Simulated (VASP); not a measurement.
A run of VASP 6.6.1 is set up as follows.

File INCAR:

```
PREC = Accurate
ENCUT = 520
EDIFF = 1E-6
ISMEAR = -1
SIGMA = 0.02
LREAL = F
LASPH = T
NELM = 60
ALGO = Normal
ISIF = 2
LWAVE = F
LCHARG = T
GGA = PS
LELF = T
LVHAR = T
NBANDS = 33
```

Contents of KPOINTS:

```
regular mesh
0
Gamma
  8 8 8
```

Contents of POSCAR:

```
TiO2
1.0
   -1.8848107776      1.8848107776      4.7767312375
    1.8848107776     -1.8848107776      4.7767312375
    1.8848107776      1.8848107776     -4.7767312375
Ti O
2 4
Direct
    0.7500000000      0.2500000000      0.5000000000
    0.0000000000      0.0000000000      0.0000000000
    0.5424953751      0.0424953751      0.5000000000
    0.7924953751      0.7924953751      0.0000000000
    0.2075046249      0.2075046249      0.0000000000
    0.9575046249      0.4575046249      0.5000000000
```

Potentials or basis: VASP PAW PBE potentials, release 64 (Ti_sv, O).

The run is started by

```bash
$ cat potpaw_PBE.64/Ti_sv/POTCAR potpaw_PBE.64/O/POTCAR > POTCAR
$ mpirun -np 1 vasp_std > vasp.out
```

Question: Predict the pressure.

Answer: 0.7 GPa.

Question: Predict the band gap on the k mesh.

Answer: 2.12 eV (least direct gap 2.42 eV).

Question: Predict the largest force.

Answer: 0.020 eV/Å.

Forces on the atoms (eV/Å):
```
Ti   0.000  0.000  0.000
Ti   0.000  0.000  0.000
O    0.000  0.000 -0.020
O    0.000  0.000 -0.020
O    0.000  0.000  0.020
O    0.000  0.000  0.020
```

Caveat: the PAW data sets were made with another functional, which shifts forces and pressure a little. A k mesh can miss the band edges.
